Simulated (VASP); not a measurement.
Input of a VASP 6.6.1 run:

INCAR

```
PREC = Accurate
ENCUT = 520
EDIFF = 1E-7
ISMEAR = 0
SIGMA = 0.1
LREAL = False
LASPH = True
NELM = 60
ALGO = Normal
ISIF = 2
LWAVE = False
LCHARG = False
GGA = PE
NBANDS = 31
```

KPOINTS

```
regular mesh
0
Gamma
  12 12 6
```

The input POSCAR:

```
Si2W
1.0
    3.0836905252      0.0000000000      0.0000000000
    0.0000000000      3.2691246514      0.0000000000
    0.0000000000      0.0000000000      7.9206087232
Si W
4 2
Direct
    0.0000000000      0.0000000000      0.3341583824
    0.5000000000      0.5000000000      0.1658416176
    0.5000000000      0.5000000000      0.8341583824
    0.0000000000      0.0000000000      0.6658416176
    0.0000000000      0.0000000000      0.0000000000
    0.5000000000      0.5000000000      0.5000000000
```

Potentials or basis: VASP PAW PBE potentials, release 64 (Si, W_sv).

The run is started by

```bash
$ cat potpaw_PBE.64/Si/POTCAR potpaw_PBE.64/W_sv/POTCAR > POTCAR
$ mpirun -np 1 vasp_std > vasp.out
```

Q: Estimate the largest force.

A: 0.004 eV/Å.

Q: Predict the band gap on the k mesh.

A: Zero (bands 22 and 23 overlap by 1.16 eV).

Forces in eV/Å, atoms in the order of the input:
```
Si   0.000  0.000 -0.004
Si   0.000  0.000  0.004
Si   0.000  0.000 -0.004
Si   0.000  0.000  0.004
W    0.000  0.000  0.000
W    0.000  0.000  0.000
```

Caveat: the cell differs from its parent crystal (uniaxial strain along a: -4.5 %, then relaxed in part); spin-orbit coupling is left out, which moves the levels of the heavy elements.
